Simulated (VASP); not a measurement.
Write the native input for VASP 6.6.1 that does the following.

```yaml
Task: single point
Functional: PBE
Potentials_or_basis: VASP PAW PBE potentials, release 64 (Ir)
Cutoff: 520 eV
k_mesh: 18 × 18 × 10
Occupations: fermi-dirac, width 0.05 eV
Spin: no spin polarisation
Dipole_correction: no
k_mesh_for_the_DOS: 27 × 27 × 15
Occupations_for_the_DOS: tetrahedron
Further_INCAR_settings: ALGO = Normal; EDIFF = 1e-07
```

Crystal: Ir.

```
Ir
1.0
     2.06656    0.00000    0.00000
    -1.03328    1.78969    0.00000
     0.00000    0.00000    3.38674
Ir
2
Cartesian
  0.0000 1.1931 0.8467
  1.0333 0.5966 2.5401
```

This isn't the form of Ir at room conditions, which is fcc.

These files were run (other wordings do the same):

POSCAR

```
Ir
1.0
    2.0665599150      0.0000000000      0.0000000000
   -1.0332799575      1.7896933848      0.0000000000
    0.0000000000      0.0000000000      3.3867408982
Ir
2
Direct
    0.3333333333      0.6666666667      0.2500000000
    0.6666666667      0.3333333333      0.7500000000
```

INCAR.step1

```
ALGO = Normal ; EDIFF = 1E-7
ENCUT = 520 ; GGA = PE
ISIF = 2 ; ISMEAR = -1
LASPH = T ; LCHARG = T
LMAXMIX = 4 ; LREAL = F
LWAVE = F ; NBANDS = 16
NELM = 80 ; PREC = Accurate
SIGMA = 0.05
```

KPOINTS.step1

```
k-points
0
Gamma
  18 18 10
```

INCAR.step2

```
ALGO = Normal ; EDIFF = 1E-7
ENCUT = 520 ; GGA = PE
ICHARG = 11 ; ISIF = 2
ISMEAR = -5 ; LASPH = T
LCHARG = F ; LMAXMIX = 4
LORBIT = 11 ; LREAL = F
LWAVE = F ; NEDOS = 2001
NELM = 80 ; PREC = Accurate
SIGMA = 0.05
```

KPOINTS.step2

```
k-points
0
Gamma
  27 27 15
```

Potentials or basis: VASP PAW PBE potentials, release 64 (Ir).

The run is started by

```bash
$ cat potpaw_PBE.64/Ir/POTCAR > POTCAR
$ cp INCAR.step1 INCAR
$ cp KPOINTS.step1 KPOINTS
$ mpirun -np 1 vasp_std > vasp.out
$ cp INCAR.step2 INCAR
$ cp KPOINTS.step2 KPOINTS
$ mpirun -np 1 vasp_std > vasp.out
```

Wall time 2.7 min on 1 thread of Intel Xeon 8259CL, on a shared host, peak memory 0.22 GiB.
